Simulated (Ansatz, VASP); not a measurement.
**Two plane-wave programs on Sc**

File INCAR:

```
SYSTEM = Sc
PREC = Accurate
ENCUT = 520
EDIFF = 1E-8
ISMEAR = -1
SIGMA = 0.08
LREAL = .FALSE.
LASPH = .TRUE.
NELM = 100
ALGO = Normal
ISIF = 2
LWAVE = .FALSE.
LCHARG = .FALSE.
GGA = CA
LEFG = .TRUE.
NBANDS = 12
```

Contents of KPOINTS:

```
regular mesh
0
G
  13 13 13
  0 0 0
```

The input POSCAR:

```
Sc
1.0
    0.0000000000      2.3112293167      2.3112293167
    2.3112293167      0.0000000000      2.3112293167
    2.3112293167      2.3112293167      0.0000000000
Sc
1
Direct
    0.0000000000      0.0000000000      0.0000000000
```

Input for Ansatz:

```yaml
crystal:
  lattice:
    - [0.0, 2.3112293167, 2.3112293167]
    - [2.3112293167, 0.0, 2.3112293167]
    - [2.3112293167, 2.3112293167, 0.0]
  atoms:
    - { symbol: Sc, position: [0.0, 0.0, 0.0] }
kpoints:
  mp_grid: { grid: [13, 13, 13] }
scf:
  occupations: { method: fermi_dirac, width: 0.08 }
hamiltonian:
  xc: lda
  pseudopotentials: { kind: paw }
output:
  forces: true
  stress: true
  eigenvalues: true
  efg: { contact_densities: true }
```

Change from the starting cell: volume scaled by 0.98, PAW files.

Alike in both runs: task electric field gradients; functional LDA; k mesh 13 × 13 × 13; occupations fermi-dirac, width 0.08 eV; no spin polarisation.

```csv
,VASP,Ansatz
version,VASP 6.6.1,Ansatz 0.2.0
potentials or method,"VASP PAW LDA potentials, release 64 (Sc_sv)","PAW with Ansatz's default frozen-core files, scalar-relativistic"
plane-wave cutoff (eV),520,420
valence electrons in the cell,11,11
```

|  | VASP | Ansatz | Ansatz less VASP |
| --- | --- | --- | --- |
| pressure (GPa) | -4.7 | -4.8 | -0.04 |

LDA's correlation is that of Perdew and Zunger in VASP and of Perdew and Wang (1992) in Ansatz.
